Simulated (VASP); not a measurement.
# Sc (P6/mmm) in VASP: further runs

The runs below take Sc through single point, with PBE.

Program: VASP 6.6.1. These are calculated values, not measurements. Logs are shortened: lines on timing, memory, paths and dates and some standing lists are left out, and cuts for length are marked.

**1. The cell of the first run**

Symmetry: P6/mmm, No. 191, hexagonal system. Conventional cell: a = 2.414 Å, b = 2.414 Å, c = 2.261 Å, α = 90.00°, β = 90.00°, γ = 120.00°. Within 3.0 Å of Sc (site symmetry 6/mmm) lie 8 Sc at 2.26 to 2.41 Å.

**2. Single point, PBE (volume scaled by 0.45)**

INCAR

```
SYSTEM = Sc
  PREC = Accurate
  ENCUT = 520
  EDIFF = 1E-7
  ISMEAR = -1
  SIGMA = 0.1
  LREAL = .False.
  LASPH = .True.
  NELM = 100
  ALGO = Normal
  ISIF = 2
  LWAVE = .False.
  LCHARG = .True.
  GGA = PE
  LELF = .True.
  LVHAR = .True.
  NBANDS = 12
```

KPOINTS

```
regular mesh
0
Gamma
  15 15 14
  0 0 0
```

POSCAR

```
Sc
1.0
    2.4137338610      0.0000000000      0.0000000000
   -1.2068669305      2.0903548416      0.0000000000
    0.0000000000      0.0000000000      2.2608304807
Sc
1
Direct
    0.0000000000      0.0000000000      0.0000000000
```

Potentials or basis: VASP PAW PBE potentials, release 64 (Sc_sv).

Started as:

```bash
$ cat potpaw_PBE.64/Sc_sv/POTCAR > POTCAR
$ mpirun -np 1 vasp_std > vasp.out
```

OUTCAR:

```text
SYSTEM = Sc
   PREC = Accurate
   ENCUT = 520
   EDIFF = 1E-7
   ISMEAR = -1
   LREAL = .False.
   LASPH = .True.
   NELM = 100
   ISIF = 2
   GGA = PE

 ion  position               nearest neighbor table
   1  0.000  0.000  0.000-

  LATTYP: Found a hexagonal cell.
 ALAT       =     2.4137338610
 C/A-ratio  =     0.9366527591

  Lattice vectors:

 A1 = (   2.4137338610,   0.0000000000,   0.0000000000)
 A2 = (  -1.2068669305,   2.0903548416,   0.0000000000)
 A3 = (   0.0000000000,   0.0000000000,   2.2608304807)

Analysis of symmetry for initial positions (statically):
=====================================================================
 Subroutine PRICEL returns:
 Original cell was already a primitive cell.

 Routine SETGRP: Setting up the symmetry group for a
 hexagonal supercell.

 Subroutine GETGRP returns: Found 24 space group operations
 (whereof 24 operations were pure point group operations)
 out of a pool of 24 trial point group operations.

The static configuration has the point symmetry D_6h.

Analysis of symmetry for dynamics (positions and initial velocities):
=====================================================================
 Subroutine PRICEL returns:
 Original cell was already a primitive cell.

 Routine SETGRP: Setting up the symmetry group for a
 hexagonal supercell.

 Subroutine GETGRP returns: Found 24 space group operations
 (whereof 24 operations were pure point group operations)
 out of a pool of 24 trial point group operations.

The dynamic configuration has the point symmetry D_6h.

 Subroutine INISYM returns: Found 24 space group operations
 (whereof 24 operations are pure point group operations),
 and found     1 'primitive' translations

----------------------------------------------------------------------------------------

                                     Primitive cell

  volume of cell :      11.4072

  direct lattice vectors                    reciprocal lattice vectors
     2.413733861  0.000000000  0.000000000     0.414295882  0.239193839  0.000000000
    -1.206866930  2.090354842  0.000000000     0.000000000  0.478387679  0.000000000
     0.000000000  0.000000000  2.260830481     0.000000000  0.000000000  0.442315339

  length of vectors
     2.413733861  2.413733861  2.260830481     0.478387679  0.478387679  0.442315339

  position of ions in fractional coordinates (direct lattice)
     0.000000000  0.000000000  0.000000000

[... 75 lines left out ...]
   EDIFF  = 0.1E-06   stopping-criterion for ELM
   LREAL  =      F    real-space projection
   EDIFFG = 0.1E-05   stopping-criterion for IOM
   NSW    =      0    number of steps for IOM
   IBRION =     -1    ionic relax: 0-MD 1-quasi-New 2-CG
   NFREE  =      0    steps in history (QN), initial steepest desc. (CG)
   ISIF   =      2    stress and relaxation
   ISYM   =      2    0-nonsym 1-usesym 2-fastsym
   POTIM  = 0.5000    time-step for ionic-motion
   TEBEG  =    0.0;   TEEND  =   0.0 temperature during run
   PSTRESS=    0.0 pullay stress
   NELECT =      11.0000    total number of electrons
   NUPDOWN=      -1.0000    fix difference up-down
   EMIN   =  10.00;   EMAX   =-10.00  energy-range for DOS
   EFERMI =   0.00;   METHOD = LEGACY
   ISMEAR =    -1;   SIGMA  =   0.10  broadening in eV -4-tet -1-fermi 0-gaus
   EFERMI_NEDOS =   21; number of points for ismear=-14 and -15
   IALGO  =     38    algorithm
   IMIX   =      4    mixing-type and parameters
     AMIX     =   0.40;   BMIX     =  1.00
     AMIX_MAG =   1.60;   BMIX_MAG =  1.00
  volume/ion in A,a.u.               =      11.41        76.98
  Fermi-wavevector in a.u.,A,eV,Ry     =   1.617384  3.056413 35.591921  2.615932
  Thomas-Fermi vector in A             =   2.711818
   LORBIT       =      0    0 simple, 1 ext, 2 COOP (PROOUT), +10 PAW based schemes
   GGA     = PE    functional components
   LHFCALC =     F    Hartree Fock is set to
   AEXX    =    0.0000 exact exchange contribution
   IVDW    =     0    specifies the selected vdW correction
   LEPSILON=     F    determine dielectric tensor
   LRPA    =     F    only Hartree local field effects (RPA)
 non-spin polarized calculation
  energy-cutoff  :      520.00
  volume of cell :       11.41
 maximum number of plane-waves:       332
 NGX is ok and might be reduce to    18
   NGX =  9   NGY =  9   NGZ =  9

 number of electron      10.9999999 magnetization

 Free energy of the ion-electron system (eV)
  ---------------------------------------------------
  ext. energy  EPLUGINS =         0.00000000
  ---------------------------------------------------
  free energy    TOTEN  =        -2.92821212 eV

  energy without entropy =       -2.89391896  energy(sigma->0) =       -2.91106554

 E-fermi :   9.4868     XC(G=0): -13.4885

 val. band max:        9.4814965270   @ k =   0.2667   0.2000   0.0000
 cond. band min:       9.4933842983   @ k =   0.2000   0.2000   0.2143
 fundamental gap:      0.0118877714
 Fermi energy:         9.4867655298

 k-point     1 :       0.0000    0.0000    0.0000
  band No.  band energies     occupation
      1     -39.6807      2.00000
      2     -15.7542      2.00000
      3     -15.7542      2.00000
      4     -15.7274      2.00000
      5       4.9403      2.00000
      6       7.6648      2.00000
      7      11.7561      0.00000
      8      11.7561      0.00000
      9      18.1000      0.00000
     10      18.1000      0.00000
     11      27.4693      0.00000
     12      32.2695      0.00000
[... 331 lines left out ...]
 k-point    24 :       0.4000    0.2000    0.0000
  band No.  band energies     occupation
      1     -38.4891      2.00000
      2     -19.3371      2.00000
      3     -17.6368      2.00000
      4     -15.1915      2.00000
      5       8.2468      1.99999
      6      10.0682      0.00595
      7      12.0385      0.00000
      8      14.4565      0.00000
      9      16.2362      0.00000
     10      20.0655      0.00000
     11      24.1772      0.00000
     12      26.0594      0.00000

 [... further k-points ...]
[... 5 lines left out ...]
  --------------------------------------------------------------------------------------
  -------------------------------------------------------------------------------------
  Total        8.4588963      8.4588963      8.5625959      0.0000000      0.0000000     -0.0000000
  in kB     1188.0832822   1188.0832822   1202.6482776      0.0000000      0.0000000     -0.0000000
  external PRESSURE =    1192.9382807 kB  Pullay stress =       0.0000000 kB

 VOLUME and BASIS-vectors are now :
 -----------------------------------------------------------------------------
  energy-cutoff  :      520.00
  volume of cell :       11.41
      direct lattice vectors                 reciprocal lattice vectors
     2.413733861  0.000000000  0.000000000     0.414295882  0.239193839  0.000000000
    -1.206866930  2.090354842  0.000000000     0.000000000  0.478387679  0.000000000
     0.000000000  0.000000000  2.260830481     0.000000000  0.000000000  0.442315339

 POSITION                                       TOTAL-FORCE (eV/Angst)
 -----------------------------------------------------------------------------------
      0.00000      0.00000      0.00000         0.000000      0.000000      0.000000
 -----------------------------------------------------------------------------------
    total drift:                                0.000000      0.000000      0.000000

  FREE ENERGIE OF THE ION-ELECTRON SYSTEM (eV)
  ---------------------------------------------------
  free  energy   TOTEN  =        -2.9282121195 eV

  energy  without entropy=       -2.8939189646  energy(sigma->0) =       -2.91106554
```

OSZICAR:

```text
N       E                     dE             d eps       ncg     rms          rms(c)
DAV:   1     0.656392667584E+02    0.65639E+02   -0.51369E+03  5336   0.102E+03
DAV:   2    -0.232655566519E+01   -0.67966E+02   -0.65579E+02  5196   0.279E+02
DAV:   3    -0.314589599917E+01   -0.81934E+00   -0.81243E+00  5904   0.432E+01
DAV:   4    -0.315382202465E+01   -0.79260E-02   -0.79256E-02  6036   0.331E+00
DAV:   5    -0.315392910125E+01   -0.10708E-03   -0.10708E-03  7056   0.407E-01    0.183E+01
DAV:   6    -0.296467280371E+01    0.18926E+00   -0.20835E-01  5952   0.795E+00    0.883E+00
DAV:   7    -0.292961952192E+01    0.35053E-01   -0.77621E-02  6364   0.455E+00    0.124E+00
DAV:   8    -0.292826568193E+01    0.13538E-02   -0.73712E-03  5760   0.132E+00    0.360E-02
DAV:   9    -0.292821537695E+01    0.50305E-04   -0.12915E-04  6388   0.188E-01    0.166E-02
DAV:  10    -0.292821210324E+01    0.32737E-05   -0.71967E-06  6880   0.360E-02    0.287E-03
DAV:  11    -0.292821211953E+01   -0.16287E-07   -0.20590E-07  4596   0.792E-03
   1 F= -.29282121E+01 E0= -.29110655E+01  d E =-.342932E-01
```

stdout:

```text
POSCAR found type information on POSCAR Sc
 POSCAR found :  1 types and       1 ions
 scaLAPACK will be used
 LDA part: xc-table for (Slater+PW92), standard interpolation
 POSCAR, INCAR and KPOINTS ok, starting setup
 FFT: planning ... GRIDC
 FFT: planning ... GRID_SOFT
 FFT: planning ... GRID
 WAVECAR not read
 entering main loop
```

Wall time 18 s (1 thread of Intel Xeon Platinum 8259CL at 2.50GHz (Skylake/Cascade Lake), shared host); peak memory 0.14 GiB.

What came out:

```
Free energy : -2.9282 eV
Pressure    : 119.3 GPa
```

Caveat: the cell differs from its parent crystal (volume scaled by 0.45).

**3. Single point, PBE (volume scaled by 0.52)**

INCAR

```
SYSTEM = Sc
  PREC = Accurate
  ENCUT = 520
  EDIFF = 1E-7
  ISMEAR = -1
  SIGMA = 0.1
  LREAL = .FALSE.
  LASPH = .TRUE.
  NELM = 60
  ALGO = Normal
  ISIF = 2
  LWAVE = .FALSE.
  LCHARG = .FALSE.
  GGA = PE
  NBANDS = 12
```

KPOINTS

```
Automatic mesh
0
G
  15 15 14
  0 0 0
```

POSCAR

```
Sc
1.0
    2.5368518280      0.0000000000      0.0000000000
   -1.2684259140      2.1969781287      0.0000000000
    0.0000000000      0.0000000000      2.3650884761
Sc
1
Direct
    0.0000000000      0.0000000000      0.0000000000
```

Potentials or basis: VASP PAW PBE potentials, release 64 (Sc_sv).

Started as:

```bash
$ cat potpaw_PBE.64/Sc_sv/POTCAR > POTCAR
$ mpirun -np 1 vasp_std > vasp.out
```

It took 22 s on 1 thread of Intel Xeon Platinum 8259CL at 2.50GHz (Skylake/Cascade Lake), shared host; peak memory 0.15 GiB.

The run converged. Its results:

| Item | Value |
| --- | --- |
| Free energy | -3.9996 eV |
| Pressure | 77.5 GPa |

Stress tensor (GPa, compression positive):
```
77.22  0.00  0.00
 0.00 77.22  0.00
 0.00  0.00 77.97
```

Levels at points of the mesh, in eV from the Fermi level:
| k point | band 4 | band 5 | band 6 | band 7 | band 8 | band 9 |
| --- | --- | --- | --- | --- | --- | --- |
| (0.00, 0.00, 0.00) | -25.74 | -5.06 | -1.36 | 2.21 | 2.21 | 7.60 |
| (0.00, 0.00, 0.50) | -25.49 | -0.64 | 1.57 | 3.27 | 3.27 | 4.15 |

Caveat: the cell differs from its parent crystal (volume scaled by 0.52).

**4. Single point, PBE**

This run uses another cell than the first one, of 15.21 Å³/atom, 1.333 times its volume.

INCAR

```
ALGO = Normal ; EDIFF = 1E-6
ENCUT = 520 ; GGA = PE
ISIF = 2 ; ISMEAR = -1
LASPH = T ; LCHARG = F
LREAL = F ; LWAVE = F
NBANDS = 12 ; NELM = 60
PREC = Accurate ; SIGMA = 0.1
```

KPOINTS

```
k-points
0
Gamma
  15 15 14
```

POSCAR

```
Sc
1.0
    2.6701114486     -0.0000000001      0.0000000000
   -1.3350557242      2.3123843454      0.0000000000
    0.0000000000      0.0000000000      2.4633534173
Sc
1
Direct
    0.0000000000      0.0000000000      0.0000000000
```

Started as:

```bash
$ cat potpaw_PBE.64/Sc_sv/POTCAR > POTCAR
$ mpirun -np 1 vasp_std > vasp.out
```

It took 20 s on 1 thread of Intel Xeon Platinum 8259CL at 2.50GHz (Skylake/Cascade Lake), shared host; peak memory 0.15 GiB.

It converged, with:

| Quantity | Value |
| --- | --- |
| Free energy | -4.7836 eV |
| Pressure | 48.5 GPa |

Stress tensor (GPa, compression positive):
```
48.39  0.00  0.00
 0.00 48.39  0.00
 0.00  0.00 48.80
```

Levels at points of the mesh, in eV from the Fermi level:
```csv
k point,band 3,band 4,band 5,band 6,band 7,band 8,band 9,band 10
"(0.00, 0.00, 0.00)",-26.35,-26.25,-5.33,-1.03,2.09,2.09,6.67,6.67
"(0.00, 0.00, 0.50)",-26.12,-26.12,-1.01,0.90,3.02,3.02,3.65,3.65
```

**5. The runs side by side**

```csv
cell,gap on the mesh (eV),pressure (GPa)
"a = 2.414, b = 2.414, c = 2.261 Å, angles 90.0, 90.0, 120.0°, 1 atom",none,119.3
"a = 2.537, b = 2.537, c = 2.365 Å, angles 90.0, 90.0, 120.0°, 1 atom",none,77.5
"a = 2.670, b = 2.670, c = 2.463 Å, angles 90.0, 90.0, 120.0°, 1 atom",none,48.5
```

Alike in all rows: task single point; level PBE; potentials or basis VASP PAW PBE potentials, release 64 (Sc_sv); no spin polarisation; k mesh 15 × 15 × 14; cutoff (eV) 520; smearing fermi-dirac 0.1 eV.

Total energies depend on the potentials used, so only differences within one code and one set of settings carry meaning.
